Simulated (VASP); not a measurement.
Ti2O: single point with PBEsol

The system is Ti2O.

```
Ti O
1.0
     2.91940    0.00000    0.00000
    -1.45970    2.52827    0.00000
     0.00000    0.00000    4.71300
Ti O
2 1
Cartesian
  1.4597 0.8428 1.3137
  0.0000 1.6855 3.3993
  0.0000 0.0000 0.0000
```

```
Program             : VASP 6.6.1
Task                : single point
Functional          : PBEsol
Potentials or basis : VASP PAW PBE potentials, release 64 (Ti_sv, O)
Cutoff              : 520 eV
k mesh              : 9 × 9 × 5
Occupations         : gaussian, width 0.1 eV
Spin                : no spin polarisation
```

* Pressure: 4.6 GPa
* Largest force: 1.300 eV/Å
* Band gap on the k mesh: zero (band 15 reaches 10.66 eV, above the bottom of band 16 at 10.00 eV)

Forces in eV/Å, atoms in the order of the input:
```
Ti   0.000  0.000 -1.300
Ti   0.000  0.000  1.300
O    0.000  0.000  0.000
```

Stress tensor (GPa, compression positive):
```
3.11 0.00 0.00
0.00 3.11 0.00
0.00 0.00 7.71
```

Levels at points of the mesh, in eV from the Fermi level:
```
           k point  band 13  band 14  band 15  band 16  band 17  band 18
(0.00, 0.00, 0.00)    -3.72    -0.41     0.36     0.45     0.45     0.95
```

Wall time 34 s on 1 thread of Intel(R) Xeon(R) Platinum 8375C CPU @ 2.90GHz (Ice Lake) (shared host), peak memory 0.17 GiB.

Caveat: the PAW data sets were made with another functional, which shifts forces and pressure a little.
